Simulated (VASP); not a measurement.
# AlIn2As3 in VASP: notebook, part 2 of 2

VASP 6.6.1. The steps go on from the part before.

### 3 Single point, PBE

This run uses another cell than the first one: it holds 12 atoms, not 6.

Contents of INCAR:

```
ALGO = Fast
EDIFF = 1E-6
ENCUT = 520
GGA = PE
ISIF = 2
ISMEAR = 0
LASPH = True
LCHARG = False
LREAL = False
LWAVE = False
NBANDS = 56
NELM = 80
PREC = Accurate
SIGMA = 0.2
```

Contents of KPOINTS:

```
k-points
0
Gamma
  6 4 6
```

Contents of POSCAR:

```
AlIn2As3
1.0
   -0.0001104149     -4.2611718664     -0.0000418426
    8.5143457657      0.0002013237      0.0003674314
   -2.1280909422      2.1307572943      9.0539486125
Al In As
2 4 6
Direct
    0.0001316187     -0.0000526562     -0.0000645224
   -0.0000172408      0.4999787225     -0.0000168091
    0.6625406522      0.3312484076      0.3249435863
    0.6624073323      0.8312526785      0.3250017804
    0.3373571559      0.1687781843      0.6749034635
    0.3374255126      0.6687294341      0.6749297450
    0.4260179646      0.4630215524      0.8520804049
    0.4261395575      0.9630314276      0.8520190432
    0.0740991359      0.2869746888      0.1480337933
    0.0739642915      0.7870081527      0.1480770540
    0.7499316518      0.1250365402      0.5000348065
    0.7500023678      0.6249928673      0.5000576544
```

Potentials or basis: VASP PAW PBE potentials, release 64 (Al, In_d, As).

Started as:

```
$ cat potpaw_PBE.64/Al/POTCAR potpaw_PBE.64/In_d/POTCAR potpaw_PBE.64/As/POTCAR > POTCAR
$ mpirun -np 1 vasp_std > vasp.out
```

OUTCAR:

```text
EDIFF = 1E-6
   ENCUT = 520
   GGA = PE
   ISIF = 2
   ISMEAR = 0
   LASPH = True
   LREAL = False
   NELM = 80
   PREC = Accurate

 ion  position               nearest neighbor table
   1  0.000  1.000  1.000-  10 2.52   9 2.52   8 2.52   8 2.52
   2  1.000  0.500  1.000-   9 2.52  10 2.52   7 2.52   7 2.52
   3  0.663  0.331  0.325-  11 2.65  12 2.65   9 2.67   9 2.67
   4  0.662  0.831  0.325-  12 2.65  11 2.65  10 2.67  10 2.67
   5  0.337  0.169  0.675-  11 2.65  11 2.65   8 2.67   7 2.67
   6  0.337  0.669  0.675-  12 2.65  12 2.65   7 2.67   8 2.67
   7  0.426  0.463  0.852-   2 2.52   2 2.52   6 2.67   5 2.67
   8  0.426  0.963  0.852-   1 2.52   1 2.52   5 2.67   6 2.67
   9  0.074  0.287  0.148-   2 2.52   1 2.52   3 2.67   3 2.67
  10  0.074  0.787  0.148-   1 2.52   2 2.52   4 2.67   4 2.67
  11  0.750  0.125  0.500-   3 2.65   4 2.65   5 2.65   5 2.65
  12  0.750  0.625  0.500-   4 2.65   3 2.65   6 2.65   6 2.65

  LATTYP: Found a base centered monoclinic cell.
 ALAT       =    27.9449163568
 B/A-ratio  =     0.1524846886
 C/A-ratio  =     0.7929116593
 COS(beta)  =    -0.9685045274

  Lattice vectors:

 A1 = (  10.6424367079,  -2.1305559706,  -9.0535811811)
 A2 = (  10.6425471228,   2.1306158958,  -9.0535393385)
 A3 = ( -12.7706380650,   0.0001413985,  18.1074879510)

Analysis of symmetry for initial positions (statically):
=====================================================================
 Subroutine PRICEL returns:
 Original cell was already a primitive cell.

 Routine SETGRP: Setting up the symmetry group for a
 base centered monoclinic supercell.

 Subroutine GETGRP returns: Found  1 space group operations
 (whereof  1 operations were pure point group operations)
 out of a pool of  4 trial point group operations.

The static configuration has the point symmetry C_1 .

Analysis of symmetry for dynamics (positions and initial velocities):
=====================================================================
 Subroutine PRICEL returns:
 Original cell was already a primitive cell.

 Routine SETGRP: Setting up the symmetry group for a
 base centered monoclinic supercell.

 Subroutine GETGRP returns: Found  1 space group operations
 (whereof  1 operations were pure point group operations)
 out of a pool of  4 trial point group operations.

The dynamic configuration has the point symmetry C_1 .

 Subroutine INISYM returns: Found  1 space group operations
 (whereof  1 operations are pure point group operations),
 and found     1 'primitive' translations

----------------------------------------------------------------------------------------

                                     Primitive cell

  volume of cell :     328.4897

  direct lattice vectors                    reciprocal lattice vectors
    -0.000110415 -4.261171866 -0.000041843     0.000003166 -0.234677770  0.055229837
     8.514345766  0.000201324  0.000367431     0.117447645 -0.000003314  0.027606334
    -2.128090942  2.130757294  9.053948612    -0.000004766 -0.000001084  0.110448182

  length of vectors
     4.261171868  8.514345776  9.541639439     0.241089176  0.120648493  0.110448182

  position of ions in fractional coordinates (direct lattice)
[... 82 lines left out ...]
   number of dos      NEDOS =    301   number of ions     NIONS =     12
   total plane-waves  NPLWV = 147456
   dimension x,y,z NGX =    32 NGY =   64 NGZ =   72
   dimension x,y,z NGXF=    64 NGYF=  128 NGZF=  144
   ions per type =               2   4   6
   NGX,Y,Z   is equivalent  to a cutoff of  12.48, 12.50, 12.54 a.u.
   NGXF,Y,Z  is equivalent  to a cutoff of  24.97, 24.99, 25.09 a.u.
 SYSTEM =  unknown system
   PREC   = accura    normal or accurate (medium, high low for compatibility)
   ISTART =      0    job   : 0-new  1-cont  2-samecut
   ICHARG =      2    charge: 1-file 2-atom 10-const
   ISPIN  =      1    spin polarized calculation?
   LNONCOLLINEAR =      F non collinear calculations
   LSORBIT =      F    spin-orbit coupling
   LASPH  =      T    aspherical Exc in radial PAW
   ENCUT  =  520.0 eV  38.22 Ry    6.18 a.u.   7.92 15.83 17.74*2*pi/ulx,y,z
   NELM   =     80;   NELMIN=  2; NELMDL= -5     # of ELM steps
   EDIFF  = 0.1E-05   stopping-criterion for ELM
   LREAL  =      F    real-space projection
   EDIFFG = 0.1E-04   stopping-criterion for IOM
   NSW    =      0    number of steps for IOM
   IBRION =     -1    ionic relax: 0-MD 1-quasi-New 2-CG
   NFREE  =      0    steps in history (QN), initial steepest desc. (CG)
   ISIF   =      2    stress and relaxation
   ISYM   =      2    0-nonsym 1-usesym 2-fastsym
   POTIM  = 0.5000    time-step for ionic-motion
   TEBEG  =    0.0;   TEEND  =   0.0 temperature during run
   PSTRESS=    0.0 pullay stress
   NELECT =      88.0000    total number of electrons
   NUPDOWN=      -1.0000    fix difference up-down
   EMIN   =  10.00;   EMAX   =-10.00  energy-range for DOS
   EFERMI =   0.00;   METHOD = LEGACY
   ISMEAR =     0;   SIGMA  =   0.20  broadening in eV -4-tet -1-fermi 0-gaus
   EFERMI_NEDOS =   21; number of points for ismear=-14 and -15
   IALGO  =     68    algorithm
   IMIX   =      4    mixing-type and parameters
     AMIX     =   0.40;   BMIX     =  1.00
     AMIX_MAG =   1.60;   BMIX_MAG =  1.00
  volume/ion in A,a.u.               =      27.37       184.73
  Fermi-wavevector in a.u.,A,eV,Ry     =   1.055347  1.994316 15.153578  1.113757
  Thomas-Fermi vector in A             =   2.190541
   LORBIT       =      0    0 simple, 1 ext, 2 COOP (PROOUT), +10 PAW based schemes
   GGA     = PE    functional components
   LHFCALC =     F    Hartree Fock is set to
   AEXX    =    0.0000 exact exchange contribution
   IVDW    =     0    specifies the selected vdW correction
   LEPSILON=     F    determine dielectric tensor
   LRPA    =     F    only Hartree local field effects (RPA)
 non-spin polarized calculation
 RMM-DIIS sequential band-by-band and
 Gauss-broadening in eV      SIGMA  =   0.20
  energy-cutoff  :      520.00
  volume of cell :      328.49
 maximum number of plane-waves:      8874
   NGX = 15   NGY = 31   NGZ = 35

 number of electron      88.0000021 magnetization

 Free energy of the ion-electron system (eV)
  ---------------------------------------------------
  ext. energy  EPLUGINS =         0.00000000
  ---------------------------------------------------
  free energy    TOTEN  =       -49.45173529 eV

  energy without entropy =      -49.44830461  energy(sigma->0) =      -49.45001995

 E-fermi :   4.0572     XC(G=0):  -8.8683

 val. band max:        3.9985476625   @ k =   0.0000   0.0000   0.0000
 cond. band min:       4.6411914451   @ k =  -0.0000   0.0000   0.1667
 fundamental gap:      0.6426437826
 Fermi energy:         4.0572280560

 k-point     1 :       0.0000    0.0000    0.0000
  band No.  band energies     occupation
      1     -10.4566      2.00000
      2     -10.4410      2.00000
      3     -10.3916      2.00000
      4     -10.3821      2.00000
      5     -10.3469      2.00000
      6     -10.3137      2.00000
[... 1405 lines left out ...]
     55       8.1888      0.00000
     56       8.2610      0.00000

 [... further k-points ...]

------------------------ aborting loop because EDIFF is reached ----------------------------------------

  FORCE on cell =-STRESS in cart. coord.  units (eV):
  Direction    XX          YY          ZZ          XY          YZ          ZX
  --------------------------------------------------------------------------------------
  -------------------------------------------------------------------------------------
  Total        0.1997114      0.1524856      0.1442144     -0.0022843     -0.0034959     -0.0099664
  in kB        0.9740733      0.7437339      0.7033923     -0.0111412     -0.0170507     -0.0486102
  external PRESSURE =       0.8070665 kB  Pullay stress =       0.0000000 kB

 VOLUME and BASIS-vectors are now :
 -----------------------------------------------------------------------------
  energy-cutoff  :      520.00
  volume of cell :      328.49
      direct lattice vectors                 reciprocal lattice vectors
    -0.000110415 -4.261171866 -0.000041843     0.000003166 -0.234677770  0.055229837
     8.514345766  0.000201324  0.000367431     0.117447645 -0.000003314  0.027606334
    -2.128090942  2.130757294  9.053948612    -0.000004766 -0.000001084  0.110448182

 POSITION                                       TOTAL-FORCE (eV/Angst)
 -----------------------------------------------------------------------------------
      6.38594      2.13026      9.05373         0.000851      0.001101     -0.000453
      2.12883     -2.13028      9.05394         0.000902     -0.000100     -0.000651
      2.12878     -2.13076      2.94212         0.000626     -0.000675     -0.007120
      6.38587     -2.12996      2.94283         0.000503     -0.000872     -0.007512
      0.00074      0.00055      6.11059        -0.000410     -0.000353      0.005926
      4.25744      0.00042      6.11101         0.000250     -0.000454      0.005957
      2.12897      0.00033      7.71484         0.000244      0.000003     -0.006679
      6.38636     -0.00021      7.71447        -0.001124      0.000093     -0.005686
      2.12836     -0.00027      1.34039        -0.000293      0.000917      0.007414
      6.38573      0.00050      1.34097        -0.000647      0.000012      0.006706
      0.00040     -2.13011      4.52730        -0.000778      0.000044      0.001464
      4.25715     -2.13026      4.52769        -0.000124      0.000283      0.000633
 -----------------------------------------------------------------------------------
    total drift:                               -0.000061     -0.000134     -0.000087

  FREE ENERGIE OF THE ION-ELECTRON SYSTEM (eV)
  ---------------------------------------------------
  free  energy   TOTEN  =       -49.4517352935 eV

  energy  without entropy=      -49.4483046080  energy(sigma->0) =      -49.45001995
```

Run time: 54 min. Hardware: 1 thread of Oxide Virtual Turin-like, shared host; peak memory 1.1 GiB.

Results:

```
Free energy   : -49.4517 eV
Pressure      : 0.1 GPa
Largest force : 0.008 eV/Å
```

Forces on the atoms (eV/Å):
```
Al   0.001  0.001  0.000
Al   0.001  0.000 -0.001
In   0.001 -0.001 -0.007
In   0.001 -0.001 -0.008
In   0.000  0.000  0.006
In   0.000  0.000  0.006
As   0.000  0.000 -0.007
As  -0.001  0.000 -0.006
As   0.000  0.001  0.007
As  -0.001  0.000  0.007
As  -0.001  0.000  0.001
As   0.000  0.000  0.001
```

Levels at points of the mesh, in eV from the Fermi level:
| k point | band 42 | band 43 | band 44 | band 45 | band 46 | band 47 |
| --- | --- | --- | --- | --- | --- | --- |
| (0.00, 0.00, 0.00) | -0.37 | -0.17 | -0.17 | -0.06 | 0.92 | 1.60 |
| (0.50, 0.00, 0.00) | -1.09 | -0.94 | -0.84 | 0.92 | 1.38 | 1.77 |
| (0.00, 0.50, 0.00) | -1.12 | -0.41 | -0.41 | 1.66 | 1.66 | 1.94 |
| (0.50, 0.50, 0.00) | -1.77 | -1.66 | -1.66 | 1.96 | 1.96 | 2.36 |
| (0.00, 0.00, 0.50) | -0.85 | -0.78 | -0.77 | 0.92 | 1.22 | 1.80 |
| (0.50, 0.00, 0.50) | -1.09 | -0.94 | -0.84 | 0.92 | 1.38 | 1.77 |
| (0.00, 0.50, 0.50) | -0.74 | -0.62 | -0.62 | 1.22 | 1.22 | 1.63 |
| (0.50, 0.50, 0.50) | -1.77 | -1.66 | -1.66 | 1.96 | 1.96 | 2.36 |

Caveat: spin-orbit coupling is left out, which moves the levels of the heavy elements.
